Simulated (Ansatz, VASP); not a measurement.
**One calculation of Ir3C, two programs**

```
Ir C
1.0
     2.69465    0.00000    0.00000
    -1.34733    2.33364    0.00000
     0.00000    0.00000   21.27695
Ir C
3 1
Direct
  0.66667 0.33333 0.18800
  0.33333 0.66667 0.28850
  0.00000 0.00000 0.38901
  0.00000 0.00000 0.47878
```

Alike in both runs: task single point; functional LDA; k mesh 12 × 12 × 1; occupations gaussian, width 0.1 eV; collinear spin.

|  | VASP | Ansatz |
| --- | --- | --- |
| version | VASP 6.6.1 | Ansatz 0.2.0 |
| potentials or method | VASP PAW LDA potentials, release 64 (Ir, C), cutoff 520 eV | scalar-relativistic, plane waves, PAW |
| valence electrons in the cell | 31 | 55 |

Ansatz gave:

* gap on the k mesh at the Fermi level (eV): none
* rms of the force components (eV/Å): 1.302
* net moment per atom (μB): 0.00

Problem. Estimate VASP's values.

Solution. gap on the k mesh at the Fermi level (eV): none; rms of the force components (eV/Å): 1.240; net moment per atom (μB): 0.00.

Ansatz warns that its potentials were made for another functional, while VASP's fit it. LDA's correlation is that of Perdew and Zunger in VASP and of Perdew and Wang (1992) in Ansatz. Atom by atom the forces differ by 0.091 eV/Å (rms over components). A gap of «none» marks a metal or a gap that the smearing closes. VASP's potentials hold 31 valence electrons a cell and Ansatz's 55, so a difference there can come from the potentials and not from the codes. Ansatz's warnings: seeded moment not kept.

Spin-orbit coupling is off throughout.
